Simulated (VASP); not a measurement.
# GaN (P6_3mc) in VASP: a series of runs

Aim: see how the results for GaN move with the level of theory and the settings. Levels: PBE, r2SCAN. Tasks: single point.

All numbers are computed with VASP 6.6.1; they aren't measurements. Logs are shortened: lines on timing, memory, paths and dates and some standing lists are left out, and cuts for length are marked.

## 1. The cell of the first run

Symmetry: P6_3mc, No. 186, hexagonal system. Conventional cell: a = 3.217 Å, b = 3.217 Å, c = 10.495 Å, α = 90.00°, β = 90.00°, γ = 120.00°. Within 2.6 Å of Ga (site symmetry 3m) lie 4 N at 1.97 Å. Ga (site symmetry 3m) has 4 N at 1.97 Å within 2.6 Å. Within 2.6 Å of N (site symmetry 3m) lie 4 Ga at 1.97 Å. Within 2.6 Å of N (site symmetry 3m) lie 4 Ga at 1.97 Å.

## 2. Single point, PBE

File INCAR:

```
PREC     = Accurate       # precision mode
ENCUT    = 520            # plane-wave cutoff, eV
EDIFF    = 1E-7           # SCF threshold, eV
ISMEAR   = -1             # smearing method
SIGMA    = 0.02           # smearing width, eV
LREAL    = F              # projectors in reciprocal space
LASPH    = T              # aspherical terms in the spheres
NELM     = 100            # most SCF steps
ALGO     = Normal         # electronic algorithm
ISIF     = 2              # what is computed and relaxed
LWAVE    = F              # write WAVECAR
LCHARG   = F              # write CHGCAR
GGA      = PE             # functional
NBANDS   = 46             # bands
```

File KPOINTS:

```
regular mesh
0
Gamma
  12 12 4
```

File POSCAR:

```
GaN
1.0
    3.2171330139      0.0000000000      0.0000000000
   -1.6085665069      2.7861189174      0.0000000000
    0.0000000000      0.0000000000     10.4954066517
Ga N
4 4
Direct
    0.0000000000      0.0000000000     -0.0003500083
    0.3333333333      0.6666666667      0.2499403964
    0.0000000000      0.0000000000      0.4996499917
    0.6666666667      0.3333333333      0.7499403964
    0.0000000000      0.0000000000      0.1876293227
    0.3333333333      0.6666666667      0.4377802891
    0.0000000000      0.0000000000      0.6876293227
    0.6666666667      0.3333333333      0.9377802891
```

Potentials or basis: VASP PAW PBE potentials, release 64 (Ga_d, N).

Launch:

```
> cat potpaw_PBE.64/Ga_d/POTCAR potpaw_PBE.64/N/POTCAR > POTCAR
> mpirun -np 1 vasp_std > vasp.out
```

OUTCAR:

```text
PREC = Accurate
   ENCUT = 520
   EDIFF = 1E-7
   ISMEAR = -1
   LREAL = F
   LASPH = T
   NELM = 100
   ISIF = 2
   GGA = PE

 ion  position               nearest neighbor table
   1  0.000  0.000  1.000-   8 1.97   8 1.97   8 1.97   5 1.97
   2  0.333  0.667  0.250-   5 1.97   5 1.97   5 1.97   6 1.97
   3  0.000  0.000  0.500-   6 1.97   6 1.97   6 1.97   7 1.97
   4  0.667  0.333  0.750-   7 1.97   7 1.97   7 1.97   8 1.97
   5  0.000  0.000  0.188-   2 1.97   2 1.97   2 1.97   1 1.97
   6  0.333  0.667  0.438-   3 1.97   3 1.97   3 1.97   2 1.97
   7  0.000  0.000  0.688-   4 1.97   4 1.97   4 1.97   3 1.97
   8  0.667  0.333  0.938-   1 1.97   1 1.97   1 1.97   4 1.97

  LATTYP: Found a hexagonal cell.
 ALAT       =     3.2171330139
 C/A-ratio  =     3.2623477507

  Lattice vectors:

 A1 = (   3.2171330139,   0.0000000000,   0.0000000000)
 A2 = (  -1.6085665069,   2.7861189174,   0.0000000000)
 A3 = (   0.0000000000,   0.0000000000,  10.4954066517)

Analysis of symmetry for initial positions (statically):
=====================================================================
 Subroutine PRICEL returns:
 Original cell was already a primitive cell.

 Routine SETGRP: Setting up the symmetry group for a
 hexagonal supercell.

 Subroutine GETGRP returns: Found 12 space group operations
 (whereof  6 operations were pure point group operations)
 out of a pool of 24 trial point group operations.

The static configuration has the point symmetry C_3v.
 The point group associated with its full space group is C_6v.

Analysis of symmetry for dynamics (positions and initial velocities):
=====================================================================
 Subroutine PRICEL returns:
 Original cell was already a primitive cell.

 Routine SETGRP: Setting up the symmetry group for a
 hexagonal supercell.

 Subroutine GETGRP returns: Found 12 space group operations
 (whereof  6 operations were pure point group operations)
 out of a pool of 24 trial point group operations.

The dynamic configuration has the point symmetry C_3v.
 The point group associated with its full space group is C_6v.

 Subroutine INISYM returns: Found 12 space group operations
 (whereof  6 operations are pure point group operations),
 and found     1 'primitive' translations

[... 109 lines left out ...]
   NSW    =      0    number of steps for IOM
   IBRION =     -1    ionic relax: 0-MD 1-quasi-New 2-CG
   NFREE  =      0    steps in history (QN), initial steepest desc. (CG)
   ISIF   =      2    stress and relaxation
   ISYM   =      2    0-nonsym 1-usesym 2-fastsym
   POTIM  = 0.5000    time-step for ionic-motion
   TEBEG  =    0.0;   TEEND  =   0.0 temperature during run
   PSTRESS=    0.0 pullay stress
   NELECT =      72.0000    total number of electrons
   NUPDOWN=      -1.0000    fix difference up-down
   EMIN   =  10.00;   EMAX   =-10.00  energy-range for DOS
   EFERMI =   0.00;   METHOD = LEGACY
   ISMEAR =    -1;   SIGMA  =   0.02  broadening in eV -4-tet -1-fermi 0-gaus
   EFERMI_NEDOS =   21; number of points for ismear=-14 and -15
   IALGO  =     38    algorithm
   IMIX   =      4    mixing-type and parameters
     AMIX     =   0.40;   BMIX     =  1.00
     AMIX_MAG =   1.60;   BMIX_MAG =  1.00
  volume/ion in A,a.u.               =      11.76        79.36
  Fermi-wavevector in a.u.,A,eV,Ry     =   1.497487  2.829840 30.510614  2.242467
  Thomas-Fermi vector in A             =   2.609368
   LORBIT       =      0    0 simple, 1 ext, 2 COOP (PROOUT), +10 PAW based schemes
   GGA     = PE    functional components
   LHFCALC =     F    Hartree Fock is set to
   AEXX    =    0.0000 exact exchange contribution
   IVDW    =     0    specifies the selected vdW correction
   LEPSILON=     F    determine dielectric tensor
   LRPA    =     F    only Hartree local field effects (RPA)
 non-spin polarized calculation
  energy-cutoff  :      520.00
  volume of cell :       94.07
 maximum number of plane-waves:      2568
 NGX is ok and might be reduce to    24
   NGX = 11   NGY = 11   NGZ = 39

 number of electron      71.9999911 magnetization

 Free energy of the ion-electron system (eV)
  ---------------------------------------------------
  ext. energy  EPLUGINS =         0.00000000
  ---------------------------------------------------
  free energy    TOTEN  =       -48.63693250 eV

  energy without entropy =      -48.63693250  energy(sigma->0) =      -48.63693250

 E-fermi :   5.4153     XC(G=0): -11.5188

 val. band max:        4.9984165702   @ k =   0.0000   0.0000   0.0000
 cond. band min:       6.6267100008   @ k =   0.0000   0.0000   0.0000
 fundamental gap:      1.6282934306
 Fermi energy:         5.4153080715

 k-point     1 :       0.0000    0.0000    0.0000
  band No.  band energies     occupation
      1     -10.7217      2.00000
      2     -10.2169      2.00000
      3     -10.2060      2.00000
      4      -9.9009      2.00000
      5      -8.4234      2.00000
      6      -8.4169      2.00000
[... 1165 lines left out ...]
     45      14.3196      0.00000
     46      15.2638      0.00000

 [... further k-points ...]

------------------------ aborting loop because EDIFF is reached ----------------------------------------

  FORCE on cell =-STRESS in cart. coord.  units (eV):
  Direction    XX          YY          ZZ          XY          YZ          ZX
  --------------------------------------------------------------------------------------
  -------------------------------------------------------------------------------------
  Total        0.0463169      0.0463169      0.0586015      0.0000000      0.0000000      0.0000000
  in kB        0.7888279      0.7888279      0.9980484      0.0000000      0.0000000      0.0000000
  external PRESSURE =       0.8585681 kB  Pullay stress =       0.0000000 kB

 VOLUME and BASIS-vectors are now :
 -----------------------------------------------------------------------------
  energy-cutoff  :      520.00
  volume of cell :       94.07
      direct lattice vectors                 reciprocal lattice vectors
     3.217133014  0.000000000  0.000000000     0.310835765  0.179461112  0.000000000
    -1.608566507  2.786118917  0.000000000     0.000000000  0.358922225  0.000000000
     0.000000000  0.000000000 10.495406652     0.000000000  0.000000000  0.095279776

 POSITION                                       TOTAL-FORCE (eV/Angst)
 -----------------------------------------------------------------------------------
      0.00000      0.00000     10.49173        -0.000000     -0.000000     -0.000098
     -0.00000      1.85741      2.62323        -0.000000     -0.000000     -0.001236
      0.00000      0.00000      5.24403         0.000000     -0.000000     -0.000098
      1.60857      0.92871      7.87093         0.000000     -0.000000     -0.001236
      0.00000      0.00000      1.96925         0.000000     -0.000000      0.000381
     -0.00000      1.85741      4.59468         0.000000      0.000000      0.000952
      0.00000      0.00000      7.21695        -0.000000     -0.000000      0.000381
      1.60857      0.92871      9.84239        -0.000000     -0.000000      0.000952
 -----------------------------------------------------------------------------------
    total drift:                               -0.000001     -0.000002     -0.001784

  FREE ENERGIE OF THE ION-ELECTRON SYSTEM (eV)
  ---------------------------------------------------
  free  energy   TOTEN  =       -48.6369325049 eV

  energy  without entropy=      -48.6369325048  energy(sigma->0) =      -48.63693250
```

Run time: 7.2 min. Hardware: 1 thread of AMD EPYC 7R13, shared host; peak memory 0.29 GiB.

Results:

| Item | Value |
| --- | --- |
| Free energy | -48.6369 eV |
| Pressure | 0.1 GPa |
| Band gap on the k mesh | 1.63 eV |

Levels at points of the mesh, in eV from the valence-band top:
| k point | band 33 | band 34 | band 35 | band 36 | band 37 | band 38 | band 39 | band 40 |
| --- | --- | --- | --- | --- | --- | --- | --- | --- |
| (0.00, 0.00, 0.00) | -0.49 | -0.02 | 0.00 | 0.00 | 1.63 | 3.83 | 4.13 | 4.26 |
| (0.50, 0.00, 0.00) | -1.85 | -1.79 | -1.23 | -0.95 | 3.74 | 3.99 | 5.19 | 5.62 |
| (0.00, 0.00, 0.50) | -0.15 | -0.15 | -0.15 | -0.15 | 2.82 | 2.82 | 4.28 | 4.28 |
| (0.50, 0.00, 0.50) | -1.81 | -1.81 | -1.23 | -1.23 | 4.36 | 4.36 | 4.98 | 4.98 |

A k mesh can miss the band edges.

## 3. Single point, r2SCAN

This run uses another cell than the first one, of 11.37 Å³/atom.

File POSCAR:

```
GaN
1.0
    3.1816940577      0.0000000000      0.0000000000
   -1.5908470288      2.7554278811      0.0000000000
    0.0000000000      0.0000000000     10.3772901642
Ga N
4 4
Direct
    0.0000000000      0.0000000000     -0.0003613162
    0.3333333333      0.6666666667      0.2499322511
    0.0000000000      0.0000000000      0.4996386838
    0.6666666667      0.3333333333      0.7499322511
    0.0000000000      0.0000000000      0.1876438573
    0.3333333333      0.6666666667      0.4377852078
    0.0000000000      0.0000000000      0.6876438573
    0.6666666667      0.3333333333      0.9377852078
```

File INCAR.step1:

```
SYSTEM = GaN
ALGO = Normal
EDIFF = 1E-4
ENCUT = 520
GGA = PE
ISMEAR = -1
LASPH = .TRUE.
LCHARG = .FALSE.
LREAL = .FALSE.
LWAVE = .TRUE.
NBANDS = 46
NELM = 60
PREC = Accurate
SIGMA = 0.02
```

File INCAR.step2:

```
SYSTEM = GaN
ALGO = Normal
EDIFF = 1E-6
ENCUT = 520
ISIF = 2
ISMEAR = -1
ISTART = 1
LASPH = .TRUE.
LCHARG = .FALSE.
LMIXTAU = .TRUE.
LREAL = .FALSE.
LWAVE = .FALSE.
METAGGA = R2SCAN
NBANDS = 46
NELM = 60
PREC = Accurate
SIGMA = 0.02
```

File KPOINTS:

```
k-points
0
G
  12 12 2
  0 0 0
```

Potentials or basis: VASP PAW PBE potentials, release 64 (Ga_d, N).

Launch:

```
> cat potpaw_PBE.64/Ga_d/POTCAR potpaw_PBE.64/N/POTCAR > POTCAR
> cp INCAR.step1 INCAR
> mpirun -np 1 vasp_std > vasp.out
> cp INCAR.step2 INCAR
> mpirun -np 1 vasp_std > vasp.out
```

Run time: 15 min. Hardware: 1 thread of AMD EPYC 7R13, shared host; peak memory 0.26 GiB.

Results (log left out):

```yaml
Free_energy: -87.6158 eV
Pressure: 1.1 GPa
Largest_force: 0.009 eV/Å
Band_gap_on_the_k_mesh: 2.25 eV
```

Forces on the atoms (eV/Å):
```
Ga   0.000  0.000  0.005
Ga   0.000  0.000  0.009
Ga   0.000  0.000  0.005
Ga   0.000  0.000  0.009
N    0.000  0.000 -0.008
N    0.000  0.000 -0.006
N    0.000  0.000 -0.008
N    0.000  0.000 -0.006
```

Stress tensor (GPa, compression positive):
```
1.11 0.00 0.00
0.00 1.11 0.00
0.00 0.00 1.02
```

Levels at points of the mesh, in eV from the valence-band top:
```csv
k point,band 34,band 35,band 36,band 37,band 38,band 39
"(0.00, 0.00, 0.00)",-0.02,0.00,0.00,2.25,4.52,4.84
"(0.50, 0.00, 0.00)",-1.92,-1.32,-1.02,4.23,4.55,5.90
"(0.00, 0.00, 0.50)",-0.16,-0.16,-0.16,3.43,3.43,5.03
"(0.50, 0.00, 0.50)",-1.92,-1.32,-1.32,4.86,4.86,5.69
```

Caveat: the PAW data sets were made with another functional, which shifts forces and pressure a little.

## 4. Single point, r2SCAN

This run uses another cell than the first one, of 11.37 Å³/atom.

POSCAR is that of step 3.

File INCAR.step1:

```
PREC = Accurate ; ENCUT = 520
ISMEAR = 0 ; SIGMA = 0.01
LREAL = F ; LASPH = T
NELM = 60 ; NBANDS = 46
GGA = PE ; ALGO = Normal
EDIFF = 1E-4 ; LWAVE = T
LCHARG = F
```

File INCAR.step2:

```
PREC = Accurate ; ENCUT = 520
EDIFF = 1E-7 ; ISMEAR = 0
SIGMA = 0.01 ; LREAL = F
LASPH = T ; NELM = 60
ALGO = Normal ; ISIF = 2
LWAVE = F ; LCHARG = F
METAGGA = R2SCAN ; LMIXTAU = T
NBANDS = 46 ; ISTART = 1
```

File KPOINTS:

```
Automatic mesh
0
Gamma
  12 12 4
```

Launch:

```
> cat potpaw_PBE.64/Ga_d/POTCAR potpaw_PBE.64/N/POTCAR > POTCAR
> cp INCAR.step1 INCAR
> mpirun -np 1 vasp_std > vasp.out
> cp INCAR.step2 INCAR
> mpirun -np 1 vasp_std > vasp.out
```

It took 29 min on 1 thread of AMD EPYC 7R13, shared host; peak memory 0.3 GiB.

The run converged. Its results:

- Free energy: -87.6163 eV
- Pressure: 1.1 GPa
- Largest force: 0.009 eV/Å
- Band gap on the k mesh: 2.25 eV

Forces on the atoms (eV/Å):
```
Ga   0.000  0.000  0.004
Ga   0.000  0.000  0.009
Ga   0.000  0.000  0.004
Ga   0.000  0.000  0.009
N    0.000  0.000 -0.008
N    0.000  0.000 -0.006
N    0.000  0.000 -0.008
N    0.000  0.000 -0.006
```

Stress tensor (GPa, compression positive):
```
1.11 0.00 0.00
0.00 1.11 0.00
0.00 0.00 1.02
```

Levels at points of the mesh, in eV from the valence-band top:
```
           k point  band 33  band 34  band 35  band 36  band 37  band 38  band 39  band 40
(0.00, 0.00, 0.00)    -0.52    -0.02     0.00     0.00     2.25     4.52     4.84     5.01
(0.50, 0.00, 0.00)    -1.98    -1.92    -1.32    -1.02     4.23     4.55     5.90     6.30
(0.00, 0.00, 0.50)    -0.16    -0.16    -0.16    -0.16     3.43     3.43     5.03     5.03
(0.50, 0.00, 0.50)    -1.92    -1.92    -1.32    -1.32     4.86     4.86     5.69     5.69
```

Caveat: the PAW data sets were made with another functional, which shifts forces and pressure a little. A k mesh can miss the band edges.

## 5. The runs side by side

| level | cell | k mesh | smearing | gap on the mesh (eV) | pressure (GPa) | largest force (eV/Å) |
| --- | --- | --- | --- | --- | --- | --- |
| PBE | a = 3.217, b = 3.217, c = 10.495 Å, angles 90.0, 90.0, 120.0°, 8 atoms | 12 × 12 × 4 | fermi-dirac 0.02 eV | 1.63 | 0.1 | - |
| r2SCAN | a = 3.182, b = 3.182, c = 10.377 Å, angles 90.0, 90.0, 120.0°, 8 atoms | 12 × 12 × 2 | fermi-dirac 0.02 eV | 2.25 | 1.1 | 0.01 |
| r2SCAN | a = 3.182, b = 3.182, c = 10.377 Å, angles 90.0, 90.0, 120.0°, 8 atoms | 12 × 12 × 4 | gaussian 0.01 eV | 2.25 | 1.1 | 0.01 |

Alike in all rows: task single point; potentials or basis VASP PAW PBE potentials, release 64 (Ga_d, N); no spin polarisation; cutoff (eV) 520.

Caveats: the PAW data sets were made with another functional, which shifts forces and pressure a little (at least some runs).

Total energies depend on the potentials used, so only differences within one code and one set of settings carry meaning.
